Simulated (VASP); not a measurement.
# Al2BN3 (P4/mmm) in VASP: notebook, part 2 of 2

VASP 6.6.1. The steps go on from the part before.

### Step 4. Single point, PBE

This run uses another cell than the first one, of 11.60 Å³/atom.

INCAR reads:

```
SYSTEM = Al2BN3
  PREC = Accurate
  ENCUT = 520
  EDIFF = 1E-6
  ISMEAR = 0
  SIGMA = 0.1
  LREAL = .FALSE.
  LASPH = .TRUE.
  NELM = 60
  ALGO = Normal
  ISIF = 2
  LWAVE = .FALSE.
  LCHARG = .FALSE.
  GGA = PE
  NBANDS = 21
```

KPOINTS reads:

```
Automatic mesh
0
G
  12 12 6
  0 0 0
```

POSCAR reads:

```
Al2BN3
1.0
    3.3715092338      0.0000000000      0.0000000000
    0.0000000000      3.3715092338      0.0000000000
    0.0000000000      0.0000000000      6.1222488856
Al B N
2 1 3
Direct
    0.5000000000      0.5000000000      0.2015258622
    0.5000000000      0.5000000000      0.7984741378
    0.0000000000      0.0000000000      0.0000000000
    0.5000000000      0.5000000000      0.5000000000
    0.5000000000      0.0000000000      0.5000000000
    0.0000000000      0.5000000000      0.5000000000
```

Started as:

```
$ cat potpaw_PBE.64/Al/POTCAR potpaw_PBE.64/B/POTCAR potpaw_PBE.64/N/POTCAR > POTCAR
$ mpirun -np 1 vasp_std > vasp.out
```

Run time: 86 s. Hardware: 1 thread of AMD EPYC 9R45 (Zen 5), shared host; peak memory 0.25 GiB.

The run converged. Its results:

| Quantity | Value |
| --- | --- |
| Free energy | -27.2389 eV |
| Pressure | -0.1 GPa |
| Largest force | 0.004 eV/Å |
| Band gap on the k mesh | zero (bands 12 and 13 overlap by 1.60 eV) |

Forces in eV/Å, atoms in the order of the input:
```
Al   0.000  0.000  0.004
Al   0.000  0.000 -0.004
B    0.000  0.000  0.000
N    0.000  0.000  0.000
N    0.000  0.000  0.000
N    0.000  0.000  0.000
```

Levels at points of the mesh, in eV from the Fermi level:
| k point | band 8 | band 9 | band 10 | band 11 | band 12 | band 13 | band 14 | band 15 | band 16 | band 17 |
| --- | --- | --- | --- | --- | --- | --- | --- | --- | --- | --- |
| (0.00, 0.00, 0.00) | -2.52 | -1.09 | 0.00 | 0.00 | 0.67 | 0.67 | 1.01 | 1.86 | 3.01 | 5.57 |
| (0.50, 0.00, 0.00) | -4.33 | -1.45 | -1.39 | -0.47 | 0.47 | 1.62 | 1.96 | 2.11 | 2.33 | 4.91 |
| (0.50, 0.50, 0.00) | -3.46 | -3.37 | -3.37 | -3.31 | 0.05 | 0.37 | 1.45 | 1.45 | 2.22 | 3.64 |
| (0.00, 0.00, 0.50) | -3.75 | -1.14 | 0.09 | 0.09 | 0.10 | 0.44 | 0.44 | 2.11 | 5.72 | 6.22 |
| (0.50, 0.00, 0.50) | -2.88 | -1.90 | -1.43 | -0.78 | -0.17 | -0.15 | 1.73 | 1.97 | 2.03 | 5.12 |
| (0.50, 0.50, 0.50) | -4.46 | -2.73 | -1.69 | -1.69 | 0.06 | 0.93 | 1.43 | 1.43 | 2.22 | 2.76 |

### Step 5. Relaxation of cell and atoms, PBE

This run uses another cell than the first one, of 14.25 Å³/atom.

INCAR reads:

```
SYSTEM = Al2BN3
PREC = Accurate
ENCUT = 600
EDIFF = 1E-6
ISMEAR = 0
SIGMA = 0.1
LREAL = .FALSE.
LASPH = .TRUE.
NELM = 100
ALGO = Normal
ISIF = 3
LWAVE = .FALSE.
LCHARG = .FALSE.
GGA = PE
IBRION = 2
NSW = 90
EDIFFG = -0.04
```

KPOINTS reads:

```
regular mesh
0
G
  6 6 4
  0 0 0
```

POSCAR reads:

```
Al2BN3
1.0
    3.7285408700      0.0000000000      0.0000000000
    0.0000000000      3.7285408700      0.0000000000
    0.0000000000      0.0000000000      6.1509970000
Al B N
2 1 3
Direct
    0.5000000000      0.5000000000      0.2013122200
    0.5000000000      0.5000000000      0.7986877800
    0.0000000000      0.0000000000      0.0000000000
    0.5000000000      0.5000000000      0.5000000000
    0.5000000000      0.0000000000      0.5000000000
    0.0000000000      0.5000000000      0.5000000000
```

Started as:

```
$ cat potpaw_PBE.64/Al/POTCAR potpaw_PBE.64/B/POTCAR potpaw_PBE.64/N/POTCAR > POTCAR
$ mpirun -np 1 vasp_std > vasp.out
```

Run time: 2.3 min. Hardware: 1 thread of AMD EPYC 9R45 (Zen 5), shared host; peak memory 0.2 GiB.

It converged, with:

```
Free energy                           : -27.4038 eV
Relaxed volume                        : 11.39 Å³/atom
Relaxed cell                          : a = 3.326 Å, b = 3.326 Å, c = 6.179 Å, α = 90.00°, β = 90.00°, γ = 90.00°
Space group after relaxing (to 0.1 Å) : P4/mmm (No. 123)
Energy gained by relaxing             : 182.7 meV/atom
Ionic steps                           : 8
Pressure after relaxing               : -0.3 GPa
Largest force after relaxing          : 0.035 eV/Å
Band gap on the k mesh                : zero (bands 12 and 13 overlap by 1.76 eV)
```

Forces in eV/Å, atoms in the order of the input:
```
Al   0.000  0.000  0.035
Al   0.000  0.000 -0.035
B    0.000  0.000  0.000
N    0.000  0.000  0.000
N    0.000  0.000  0.000
N    0.000  0.000  0.000
```

Stress tensor (GPa, compression positive):
```
-0.48  0.00  0.00
 0.00 -0.48  0.00
 0.00  0.00  0.13
```

The path:
| step | energy change (eV) | largest force (eV/Å) | pressure (GPa) | volume (Å³) |
| --- | --- | --- | --- | --- |
| 1 | 0.0000 | 0.9016 | -12.55 | 85.51 |
| 2 | -0.6275 | 2.2112 | 0.54 | 72.42 |
| 3 | -0.6313 | 1.9372 | -0.86 | 73.27 |
| 4 | -1.0060 | 0.4177 | 5.14 | 66.12 |
| 5 | -1.0068 | 0.3447 | 5.72 | 65.73 |
| 6 | -1.0880 | 0.3285 | -1.22 | 68.81 |
| 7 | -1.0888 | 0.2795 | -0.59 | 68.50 |
| 8 | -1.0960 | 0.0352 | -0.27 | 68.34 |

Final structure:
```yaml
crystal:
  lattice:
    - [3.32570, 0.00000, 0.00000]
    - [0.00000, 3.32570, 0.00000]
    - [0.00000, 0.00000, 6.17906]
  atoms:
    - { symbol: Al, position: [0.50000, 0.50000, 0.19945] }
    - { symbol: Al, position: [0.50000, 0.50000, 0.80055] }
    - { symbol: B, position: [0.00000, 0.00000, 0.00000] }
    - { symbol: N, position: [0.50000, 0.50000, 0.50000] }
    - { symbol: N, position: [0.50000, 0.00000, 0.50000] }
    - { symbol: N, position: [0.00000, 0.50000, 0.50000] }
```

Levels at points of the mesh, in eV from the Fermi level:
| k point | band 8 | band 9 | band 10 | band 11 | band 12 | band 13 | band 14 | band 15 | band 16 |
| --- | --- | --- | --- | --- | --- | --- | --- | --- | --- |
| (0.00, 0.00, 0.00) | -2.61 | -1.03 | 0.09 | 0.09 | 0.85 | 0.85 | 1.08 | 2.22 | 2.84 |
| (0.50, 0.00, 0.00) | -4.37 | -1.46 | -1.33 | -0.35 | 0.42 | 1.75 | 2.20 | 2.26 | 2.35 |
| (0.50, 0.50, 0.00) | -3.48 | -3.33 | -3.33 | -3.09 | 0.11 | 0.46 | 1.66 | 1.66 | 2.40 |
| (0.00, 0.00, 0.50) | -3.89 | -1.08 | 0.16 | 0.16 | 0.24 | 0.66 | 0.66 | 2.58 | 5.79 |
| (0.50, 0.00, 0.50) | -2.94 | -1.87 | -1.44 | -0.80 | -0.24 | -0.02 | 1.88 | 2.21 | 2.29 |
| (0.50, 0.50, 0.50) | -4.42 | -2.54 | -1.74 | -1.74 | 0.11 | 0.99 | 1.61 | 1.61 | 2.75 |

Caveat: the volume moved by over 15 % at a fixed basis, so the end points are rough.

### Step 6. Summary

| task | cell | k mesh | cutoff (eV) | gap on the mesh (eV) | pressure (GPa) | largest force (eV/Å) |
| --- | --- | --- | --- | --- | --- | --- |
| single point | a = 3.326, b = 3.326, c = 6.186 Å, 6 atoms, atomic positions A | 6 × 6 × 4 | 520 | none | -0.3 | 0.03 |
| single point | a = 3.729, b = 3.729, c = 6.151 Å, 6 atoms, atomic positions B | 6 × 6 × 4 | 520 | none | -12.5 | 0.90 |
| single point | a = 3.372, b = 3.372, c = 6.122 Å, 6 atoms, atomic positions C | 12 × 12 × 6 | 520 | none | -0.1 | - |
| relaxation of cell and atoms | relaxed from a = 3.729, b = 3.729, c = 6.151 Å, 6 atoms, atomic positions B | 6 × 6 × 4 | 600 | none | -0.3 | 0.04 |

Alike in all rows: level PBE; potentials or basis VASP PAW PBE potentials, release 64 (Al, B, N); no spin polarisation; smearing gaussian 0.1 eV.

Caveats: the cell stands under tension (at least some runs); the volume moved by over 15 % at a fixed basis, so the end points are rough (at least some runs).

Total energies depend on the potentials used, so only differences within one code and one set of settings carry meaning.
